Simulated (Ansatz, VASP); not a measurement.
## Two plane-wave programs on ZnCd2Se2S

```
CELL_PARAMETERS angstrom
3.90403 0.00000 0.00000
-1.95201 3.38099 0.00000
0.00000 0.00000 9.64245
ATOMIC_POSITIONS crystal
Zn 0.00000 0.00000 0.50000
Cd 0.66667 0.33333 0.83604
Cd 0.33333 0.66667 0.16396
Se 0.66667 0.33333 0.34548
Se 0.33333 0.66667 0.65452
S 0.00000 0.00000 0.00000
```

Change from the starting cell: species swapped into the LiSmCu2P2 type (P-3m1, No. 164).

Alike in both runs: functional PBE; k mesh 6 × 6 × 4; occupations gaussian, width 0.1 eV; no spin polarisation.

Ansatz relaxed the structure, and its values are those at the end. VASP's run is a single point on that final structure, the one shown.

|  | VASP | Ansatz |
| --- | --- | --- |
| version | VASP 6.6.1 | Ansatz 0.2.0 |
| potentials or method | VASP PAW PBE potentials, release 64 (Zn, Cd, Se, S), cutoff 520 eV | scalar-relativistic, plane waves, PAW |
| valence electrons in the cell | 54 | 90 |

Ansatz gave:

```
gap on the k mesh at the Fermi level (eV) : none
pressure (GPa)                            : 0.0
rms of the force components (eV/Å)        : 0.003
```

Task: Estimate VASP's values.

Result: gap on the k mesh at the Fermi level (eV): none; pressure (GPa): 0.3; rms of the force components (eV/Å): 0.008.

A gap of «none» marks a metal or a gap that the smearing closes. The functional is the same, so the differences come from potentials, cutoffs and numerics. VASP's potentials hold 54 valence electrons a cell and Ansatz's 90, so a difference there can come from the potentials and not from the codes.
